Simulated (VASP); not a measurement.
Set up this calculation in VASP 6.6.1, as the native input.

```
Task                   : relaxation of cell and atoms
Functional             : LDA
Potentials or basis    : VASP PAW LDA potentials, release 64 (Os)
Cutoff                 : 600 eV
k mesh                 : 20 × 20 × 11
Occupations            : fermi-dirac, width 0.05 eV
Spin                   : no spin polarisation
Dipole correction      : no
Further INCAR settings : ALGO = Normal; EDIFF = 1e-07; IBRION = 2; EDIFFG = -0.01; NSW = 60; ISIF = 3
```

The structure of Os lies in POSCAR:

```
Os
1.0
    2.7000000000      0.0000000000      0.0000000000
   -1.3500000000      2.3382685902      0.0000000000
    0.0000000000      0.0000000000      4.4091000000
Os
2
Direct
    0.3333333333      0.6666666667      0.2500000000
    0.6666666667      0.3333333333      0.7500000000
```

These files were run (other wordings do the same):

INCAR

```
SYSTEM = Os
PREC     = Accurate       ! precision mode
ENCUT    = 600            ! plane-wave cutoff, eV
EDIFF    = 1E-7           ! SCF threshold, eV
ISMEAR   = -1             ! smearing method
SIGMA    = 0.05           ! smearing width, eV
LREAL    = .False.        ! projectors in reciprocal space
LASPH    = .True.         ! aspherical terms in the spheres
NELM     = 60             ! most SCF steps
ALGO     = Normal         ! electronic algorithm
ISIF     = 3              ! what is computed and relaxed
LWAVE    = .False.        ! write WAVECAR
LCHARG   = .False.        ! write CHGCAR
IBRION   = 2              ! ionic algorithm
NSW      = 60             ! ionic steps
EDIFFG   = -0.01          ! ionic threshold
```

KPOINTS

```
regular mesh
0
Gamma
  20 20 11
  0 0 0
```

Potentials or basis: VASP PAW LDA potentials, release 64 (Os).

Run with:

```console
$ cat potpaw_LDA.64/Os/POTCAR > POTCAR
$ mpirun -np 1 vasp_std > vasp.out
```

It gave:

- Relaxed volume: 13.74 Å³/atom
- Relaxed cell: a = 2.719 Å, b = 2.719 Å, c = 4.290 Å, α = 90.00°, β = 90.00°, γ = 120.00°
- Space group after relaxing (to 0.1 Å): P6_3/mmc (No. 194)
- Energy gained by relaxing: 25.1 meV/atom
- Ionic steps: 9
- Pressure after relaxing: 0.0 GPa
- Band gap on the k mesh: zero (bands 8 and 9 overlap by 4.07 eV)

Caveat: spin-orbit coupling is left out, which moves the levels of the heavy elements.

Run time: 2.7 min on 1 thread of Intel(R) Xeon(R) 6975P-C (Granite Rapids), with other jobs on the host, peak memory 0.24 GiB.
